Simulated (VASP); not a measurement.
# InP (I-4m2) in VASP: further runs

InP is run at these levels: r2SCAN; tasks: single point.

Program: VASP 6.6.1. These are calculated values, not measurements. Logs are shortened: lines on timing, memory, paths and dates and some standing lists are left out, and cuts for length are marked.

### Step 1. The cell of the first run

The structure is tetragonal, space group I-4m2 (No. 119). The conventional cell has a = 4.094 Å, b = 4.094 Å, c = 6.032 Å, α = 90.00°, β = 90.00°, γ = 90.00°. In (site symmetry -4m2) has 4 P at 2.54 Å within 3.4 Å. P (site symmetry -4m2) has 4 In at 2.54 Å within 3.4 Å.

### Step 2. Single point, r2SCAN, non-collinear spin, zero start, spin-orbit coupling (epitaxial xy strain -2.0%)

POSCAR reads:

```
InP
1.0
    0.0000000000      2.8947118821      3.0162202988
    2.8947118821      0.0000000000      3.0162202988
    2.8947118821      2.8947118821      0.0000000000
In P
1 1
Direct
    0.0000000000      0.0000000000      0.0000000000
    0.2500000000      0.2500000000      0.2500000000
```

INCAR.step1 reads:

```
PREC = Accurate
ENCUT = 520
ISMEAR = -1
SIGMA = 0.02
LREAL = F
LASPH = T
NELM = 150
MAGMOM = 0 0 0 0 0 0
LSORBIT = T
GGA_COMPAT = F
NBANDS = 30
GGA = PE
ALGO = Normal
EDIFF = 1E-4
LWAVE = T
LCHARG = F
```

INCAR.step2 reads:

```
PREC = Accurate
ENCUT = 520
EDIFF = 1E-7
ISMEAR = -1
SIGMA = 0.02
LREAL = F
LASPH = T
NELM = 150
ALGO = Normal
ISIF = 2
LWAVE = F
LCHARG = T
MAGMOM = 0 0 0 0 0 0
LORBIT = 11
LSORBIT = T
GGA_COMPAT = F
LORBMOM = T
METAGGA = R2SCAN
LMIXTAU = T
LVHAR = T
NBANDS = 30
ISTART = 1
```

KPOINTS reads:

```
regular mesh
0
Gamma
  8 8 8
```

Potentials or basis: VASP PAW PBE potentials, release 64 (In_d, P).

Command:

```sh
$ cat potpaw_PBE.64/In_d/POTCAR potpaw_PBE.64/P/POTCAR > POTCAR
$ cp INCAR.step1 INCAR
$ mpirun -np 1 vasp_ncl > vasp.out
$ cp INCAR.step2 INCAR
$ mpirun -np 1 vasp_ncl > vasp.out
```

OUTCAR:

```text
PREC = Accurate
   ENCUT = 520
   EDIFF = 1E-7
   ISMEAR = -1
   LREAL = F
   LASPH = T
   NELM = 150
   ISIF = 2
   LORBIT = 11
   LSORBIT = T
   METAGGA = R2SCAN
   ISTART = 1

 ion  position               nearest neighbor table
   1  0.000  0.000  0.000-   2 2.54   2 2.54   2 2.54   2 2.54
   2  0.250  0.250  0.250-   1 2.54   1 2.54   1 2.54   1 2.54

  LATTYP: Found a body centered tetragonal cell.
 ALAT       =     4.0937408028
 C/A-ratio  =     1.4735765863

  Lattice vectors:

 A1 = (  -2.8947118821,   0.0000000000,   3.0162202988)
 A2 = (   2.8947118821,   0.0000000000,   3.0162202988)
 A3 = (   0.0000000000,   2.8947118821,  -3.0162202988)

Analysis of symmetry for initial positions (statically):
=====================================================================
 Subroutine PRICEL returns:
 Original cell was already a primitive cell.

 Routine SETGRP: Setting up the symmetry group for a
 body centered tetragonal supercell.

 Subroutine GETGRP returns: Found  8 space group operations
 (whereof  8 operations were pure point group operations)
 out of a pool of 16 trial point group operations.

The static configuration has the point symmetry D_2d.

Analysis of symmetry for dynamics (positions and initial velocities):
=====================================================================
 Subroutine PRICEL returns:
 Original cell was already a primitive cell.

 Routine SETGRP: Setting up the symmetry group for a
 body centered tetragonal supercell.

 Subroutine GETGRP returns: Found  8 space group operations
 (whereof  8 operations were pure point group operations)
 out of a pool of 16 trial point group operations.

The dynamic configuration has the point symmetry D_2d.

Analysis of structural, dynamic, and magnetic symmetry:
=====================================================================
 Subroutine PRICEL returns:
 Original cell was already a primitive cell.

 Routine SETGRP: Setting up the symmetry group for a
 body centered tetragonal supercell.

 Subroutine GETGRP returns: Found  8 space group operations
 (whereof  8 operations were pure point group operations)
 out of a pool of 16 trial point group operations.

The overall configuration has the point symmetry D_2d.

 Subroutine INISYM returns: Found  8 space group operations
 (whereof  8 operations are pure point group operations),
 and found     1 'primitive' translations

----------------------------------------------------------------------------------------

                                     Primitive cell

  volume of cell :      50.5480

  direct lattice vectors                    reciprocal lattice vectors
     0.000000000  2.894711882  3.016220299    -0.172728762  0.172728762  0.165770385
     2.894711882  0.000000000  3.016220299     0.172728762 -0.172728762  0.165770385
     2.894711882  2.894711882  0.000000000     0.172728762  0.172728762 -0.165770385

  length of vectors
     4.180543239  4.180543239  4.093740803     0.295212247  0.295212247  0.295212247

  position of ions in fractional coordinates (direct lattice)
     0.000000000  0.000000000  0.000000000
     0.250000000  0.250000000  0.250000000

  ion indices of the primitive-cell ions
   primitive index   ion index
                 1           1
                 2           2

----------------------------------------------------------------------------------------

 KPOINTS: regular mesh

Automatic generation of k-mesh.
 Grid dimensions read from file:
 generate k-points for:    8    8    8

 Generating k-lattice:

  Cartesian coordinates                     Fractional coordinates (reciprocal lattice)
[... 92 lines left out ...]
  volume of cell :       50.55
 maximum number of plane-waves:      2758
   NGX = 15   NGY = 15   NGZ = 15

 number of electron      18.0000003 magnetization      -0.0000000      0.0000000     -0.0000000

 number of electron      18.0000003 magnetization      -0.0000000      0.0000000      0.0000000

 Free energy of the ion-electron system (eV)
  ---------------------------------------------------
  ext. energy  EPLUGINS =         0.00000000
  ---------------------------------------------------
  free energy    TOTEN  =       -32.31945883 eV

  energy without entropy =      -32.31945883  energy(sigma->0) =      -32.31945883

 E-fermi :   5.4648     XC(G=0):  -9.8629

 val. band max:        5.0617070860   @ k =   0.0000   0.0000   0.0000
 cond. band min:       6.0993295847   @ k =   0.0000   0.0000   0.0000
 fundamental gap:      1.0376224987
 Fermi energy:         5.4647792175

 k-point     1 :       0.0000    0.0000    0.0000
  band No.  band energies     occupation
      1     -10.1330      1.00000
      2     -10.1330      1.00000
      3     -10.1224      1.00000
      4     -10.1224      1.00000
      5      -9.3494      1.00000
      6      -9.3494      1.00000
[... 781 lines left out ...]
     29      16.3019      0.00000
     30      16.3155      0.00000

 [... further k-points ...]

------------------------ aborting loop because EDIFF is reached ----------------------------------------

  FORCE on cell =-STRESS in cart. coord.  units (eV):
  Direction    XX          YY          ZZ          XY          YZ          ZX
  --------------------------------------------------------------------------------------
  -------------------------------------------------------------------------------------
  Total        0.5730097      0.5730097     -0.0552482      0.0000000      0.0000000      0.0000000
  in kB       18.1622157     18.1622157     -1.7511563      0.0000000      0.0000000      0.0000000
  external PRESSURE =      11.5244251 kB  Pullay stress =       0.0000000 kB

 VOLUME and BASIS-vectors are now :
 -----------------------------------------------------------------------------
  energy-cutoff  :      520.00
  volume of cell :       50.55
      direct lattice vectors                 reciprocal lattice vectors
     0.000000000  2.894711882  3.016220299    -0.172728762  0.172728762  0.165770385
     2.894711882  0.000000000  3.016220299     0.172728762 -0.172728762  0.165770385
     2.894711882  2.894711882  0.000000000     0.172728762  0.172728762 -0.165770385

 POSITION                                       TOTAL-FORCE (eV/Angst)
 -----------------------------------------------------------------------------------
      0.00000      0.00000      0.00000        -0.000000     -0.000000     -0.000000
      1.44736      1.44736      1.50811         0.000000      0.000000      0.000000
 -----------------------------------------------------------------------------------
    total drift:                                0.000027      0.000027      0.000036

  FREE ENERGIE OF THE ION-ELECTRON SYSTEM (eV)
  ---------------------------------------------------
  free  energy   TOTEN  =       -32.3194588306 eV

  energy  without entropy=      -32.3194588306  energy(sigma->0) =      -32.31945883

 orbital moment (x)

 # of ion     p       d       tot
 ----------------------------------------
  1        -0.000  -0.000  -0.000
  2         0.000   0.000   0.000
 ----------------------------------------
            0.000  -0.000  -0.000

 orbital moment (y)

 # of ion     p       d       tot
 ----------------------------------------
  1        -0.000  -0.000  -0.000
  2         0.000   0.000   0.000
 ----------------------------------------
           -0.000  -0.000  -0.000

 orbital moment (z)

 # of ion     p       d       tot
 ----------------------------------------
  1         0.000   0.000   0.000
  2         0.000   0.000   0.000
 ----------------------------------------
            0.000   0.000   0.000

 Spin-Orbit-Coupling matrix elements

 Ion:    1  E_soc:     -0.0677604
 l=   1
     0.0000000    -0.0049953    -0.0049781
    -0.0049953     0.0000000    -0.0049953
    -0.0049781    -0.0049953     0.0000000
 l=   2
     0.0000000    -0.0012913     0.0000000    -0.0012913    -0.0050115
    -0.0012913     0.0000000    -0.0037590    -0.0012945    -0.0012524
     0.0000000    -0.0037590     0.0000000    -0.0037590     0.0000000
    -0.0012913    -0.0012945    -0.0037590     0.0000000    -0.0012524
    -0.0050115    -0.0012524     0.0000000    -0.0012524     0.0000000
 l=   3
     0.0000000     0.0000000     0.0000000     0.0000000     0.0000000     0.0000000     0.0000000
     0.0000000     0.0000000     0.0000000     0.0000000     0.0000000     0.0000000     0.0000000
     0.0000000     0.0000000     0.0000000     0.0000000     0.0000000     0.0000000     0.0000000
     0.0000000     0.0000000     0.0000000     0.0000000     0.0000000     0.0000000     0.0000000
     0.0000000     0.0000000     0.0000000     0.0000000     0.0000000     0.0000000     0.0000000
     0.0000000     0.0000000     0.0000000     0.0000000     0.0000000     0.0000000     0.0000000
     0.0000000     0.0000000     0.0000000     0.0000000     0.0000000     0.0000000     0.0000000

 Ion:    2  E_soc:     -0.0010333
 l=   1
     0.0000000    -0.0001705    -0.0001757
    -0.0001705     0.0000000    -0.0001705
    -0.0001757    -0.0001705     0.0000000
 l=   2
     0.0000000     0.0000000     0.0000000     0.0000000     0.0000000
     0.0000000     0.0000000     0.0000000     0.0000000     0.0000000
     0.0000000     0.0000000     0.0000000     0.0000000     0.0000000
     0.0000000     0.0000000     0.0000000     0.0000000     0.0000000
     0.0000000     0.0000000     0.0000000     0.0000000     0.0000000
 l=   3
     0.0000000     0.0000000     0.0000000     0.0000000     0.0000000     0.0000000     0.0000000
     0.0000000     0.0000000     0.0000000     0.0000000     0.0000000     0.0000000     0.0000000
     0.0000000     0.0000000     0.0000000     0.0000000     0.0000000     0.0000000     0.0000000
     0.0000000     0.0000000     0.0000000     0.0000000     0.0000000     0.0000000     0.0000000
     0.0000000     0.0000000     0.0000000     0.0000000     0.0000000     0.0000000     0.0000000
     0.0000000     0.0000000     0.0000000     0.0000000     0.0000000     0.0000000     0.0000000
     0.0000000     0.0000000     0.0000000     0.0000000     0.0000000     0.0000000     0.0000000

 total charge

# of ion       s       p       d       tot
------------------------------------------
    1        0.817   0.800   9.903  11.520
    2        1.017   1.515   0.000   2.532
--------------------------------------------------
tot          1.834   2.315   9.903  14.052

 magnetization (x)

# of ion       s       p       d       tot
------------------------------------------
    1        0.000   0.000  -0.000  -0.000
    2        0.000   0.000   0.000   0.000
--------------------------------------------------
tot          0.000   0.000  -0.000  -0.000

 magnetization (y)

# of ion       s       p       d       tot
------------------------------------------
    1        0.000   0.000   0.000   0.000
    2        0.000   0.000   0.000   0.000
--------------------------------------------------
tot          0.000   0.000   0.000   0.000

 magnetization (z)

# of ion       s       p       d       tot
------------------------------------------
    1        0.000   0.000   0.000   0.000
    2       -0.000   0.000   0.000   0.000
--------------------------------------------------
tot         -0.000   0.000   0.000   0.000
```

Wall time 19 min (1 thread of Intel Xeon Platinum 8488C (Sapphire Rapids), shared host); peak memory 0.48 GiB.

What came out:

```yaml
Free_energy: -32.3195 eV
Pressure: 1.2 GPa
Net_moment: 0.00 μB per cell
Valence_electrons_inside_the_program's_atomic_spheres: In 11.52; P 2.53
```

Moments on the atoms (μB; x, y, z):
```
In  0.00 0.00 0.00
P   0.00 0.00 0.00
```

Caveat: the cell differs from its parent crystal (epitaxial xy strain -2.0%); the PAW data sets were made with another functional, which shifts forces and pressure a little.

### Step 3. Single point, r2SCAN, non-collinear spin, zero start, spin-orbit coupling (epitaxial xy strain +1.0%)

POSCAR reads:

```
InP
1.0
    0.0000000000      2.9833255112      2.9204433686
    2.9833255112      0.0000000000      2.9204433686
    2.9833255112      2.9833255112      0.0000000000
In P
1 1
Direct
    0.0000000000      0.0000000000      0.0000000000
    0.2500000000      0.2500000000      0.2500000000
```

INCAR.step1 reads:

```
PREC = Accurate
ENCUT = 520
ISMEAR = -1
SIGMA = 0.02
LREAL = False
LASPH = True
NELM = 150
LNONCOLLINEAR = True
MAGMOM = 0 0 0 0 0 0
LSORBIT = True
GGA_COMPAT = False
NBANDS = 30
GGA = PE
ALGO = Normal
EDIFF = 1E-4
LWAVE = True
LCHARG = False
```

INCAR.step2 reads:

```
PREC = Accurate
ENCUT = 520
EDIFF = 1E-7
ISMEAR = -1
SIGMA = 0.02
LREAL = False
LASPH = True
NELM = 150
ALGO = Normal
ISIF = 2
LWAVE = False
LCHARG = False
LNONCOLLINEAR = True
MAGMOM = 0 0 0 0 0 0
LORBIT = 11
LSORBIT = True
GGA_COMPAT = False
LORBMOM = True
METAGGA = R2SCAN
LMIXTAU = True
NBANDS = 30
ISTART = 1
```

KPOINTS reads:

```
Automatic mesh
0
Gamma
  8 8 8
```

Potentials or basis: VASP PAW PBE potentials, release 64 (In_d, P).

Command:

```sh
$ cat potpaw_PBE.64/In_d/POTCAR potpaw_PBE.64/P/POTCAR > POTCAR
$ cp INCAR.step1 INCAR
$ mpirun -np 1 vasp_ncl > vasp.out
$ cp INCAR.step2 INCAR
$ mpirun -np 1 vasp_ncl > vasp.out
```

OUTCAR:

```text
PREC = Accurate
   ENCUT = 520
   EDIFF = 1E-7
   ISMEAR = -1
   LREAL = False
   LASPH = True
   NELM = 150
   ISIF = 2
   LNONCOLLINEAR = True
   LORBIT = 11
   LSORBIT = True
   METAGGA = R2SCAN
   ISTART = 1

 ion  position               nearest neighbor table
   1  0.000  0.000  0.000-   2 2.57   2 2.57   2 2.57   2 2.57
   2  0.250  0.250  0.250-   1 2.57   1 2.57   1 2.57   1 2.57

  LATTYP: Found a body centered tetragonal cell.
 ALAT       =     4.2190593989
 C/A-ratio  =     1.3844049550

  Lattice vectors:

 A1 = (   0.0000000000,  -2.9833255112,  -2.9204433686)
 A2 = (   0.0000000000,   2.9833255112,  -2.9204433686)
 A3 = (   2.9833255112,   0.0000000000,   2.9204433686)

Analysis of symmetry for initial positions (statically):
=====================================================================
 Subroutine PRICEL returns:
 Original cell was already a primitive cell.

 Routine SETGRP: Setting up the symmetry group for a
 body centered tetragonal supercell.

 Subroutine GETGRP returns: Found  8 space group operations
 (whereof  8 operations were pure point group operations)
[... 1056 lines left out ...]
     0.0000000     0.0000000     0.0000000     0.0000000     0.0000000     0.0000000     0.0000000
     0.0000000     0.0000000     0.0000000     0.0000000     0.0000000     0.0000000     0.0000000
     0.0000000     0.0000000     0.0000000     0.0000000     0.0000000     0.0000000     0.0000000
     0.0000000     0.0000000     0.0000000     0.0000000     0.0000000     0.0000000     0.0000000
     0.0000000     0.0000000     0.0000000     0.0000000     0.0000000     0.0000000     0.0000000

 Ion:    2  E_soc:     -0.0010369
 l=   1
     0.0000000    -0.0001737    -0.0001711
    -0.0001737     0.0000000    -0.0001737
    -0.0001711    -0.0001737     0.0000000
 l=   2
     0.0000000     0.0000000     0.0000000     0.0000000     0.0000000
     0.0000000     0.0000000     0.0000000     0.0000000     0.0000000
     0.0000000     0.0000000     0.0000000     0.0000000     0.0000000
     0.0000000     0.0000000     0.0000000     0.0000000     0.0000000
     0.0000000     0.0000000     0.0000000     0.0000000     0.0000000
 l=   3
     0.0000000     0.0000000     0.0000000     0.0000000     0.0000000     0.0000000     0.0000000
     0.0000000     0.0000000     0.0000000     0.0000000     0.0000000     0.0000000     0.0000000
     0.0000000     0.0000000     0.0000000     0.0000000     0.0000000     0.0000000     0.0000000
     0.0000000     0.0000000     0.0000000     0.0000000     0.0000000     0.0000000     0.0000000
     0.0000000     0.0000000     0.0000000     0.0000000     0.0000000     0.0000000     0.0000000
     0.0000000     0.0000000     0.0000000     0.0000000     0.0000000     0.0000000     0.0000000
     0.0000000     0.0000000     0.0000000     0.0000000     0.0000000     0.0000000     0.0000000

 total charge

# of ion       s       p       d       tot
------------------------------------------
    1        0.815   0.771   9.899  11.485
    2        1.019   1.498   0.000   2.517
--------------------------------------------------
tot          1.834   2.269   9.899  14.002

 magnetization (x)

# of ion       s       p       d       tot
------------------------------------------
    1        0.000   0.000   0.000   0.000
    2        0.000  -0.000   0.000  -0.000
--------------------------------------------------
tot          0.000  -0.000   0.000  -0.000

 magnetization (y)

# of ion       s       p       d       tot
------------------------------------------
    1       -0.000  -0.000   0.000  -0.000
    2        0.000   0.000   0.000   0.000
--------------------------------------------------
tot         -0.000   0.000   0.000  -0.000

 magnetization (z)

# of ion       s       p       d       tot
------------------------------------------
    1        0.000   0.000   0.000   0.000
    2        0.000   0.000   0.000   0.000
--------------------------------------------------
tot          0.000   0.000   0.000   0.000
```

OUTCAR.step1:

```text
PREC = Accurate
   ENCUT = 520
   ISMEAR = -1
   LREAL = False
   LASPH = True
   NELM = 150
   LNONCOLLINEAR = True
   LSORBIT = True
[... 1076 lines left out ...]
     0.0000000     0.0000000     0.0000000     0.0000000     0.0000000     0.0000000     0.0000000
     0.0000000     0.0000000     0.0000000     0.0000000     0.0000000     0.0000000     0.0000000
     0.0000000     0.0000000     0.0000000     0.0000000     0.0000000     0.0000000     0.0000000
     0.0000000     0.0000000     0.0000000     0.0000000     0.0000000     0.0000000     0.0000000
     0.0000000     0.0000000     0.0000000     0.0000000     0.0000000     0.0000000     0.0000000

=======================================================================

 ========================================================
```

Wall time 16 min (1 thread of Intel Xeon Platinum 8488C (Sapphire Rapids), shared host); peak memory 0.48 GiB.

What came out:

```
Free energy                                           : -32.3280 eV
Pressure                                              : -0.8 GPa
Net moment                                            : 0.00 μB per cell
Valence electrons inside the program's atomic spheres : In 11.48; P 2.52
```

Stress tensor (GPa, compression positive):
```
-1.07  0.00  0.00
 0.00 -1.07  0.00
 0.00  0.00 -0.14
```

Moments on the atoms (μB; x, y, z):
```
In  0.00 0.00 0.00
P   0.00 0.00 0.00
```

Caveat: the cell differs from its parent crystal (epitaxial xy strain +1.0%); the PAW data sets were made with another functional, which shifts forces and pressure a little.
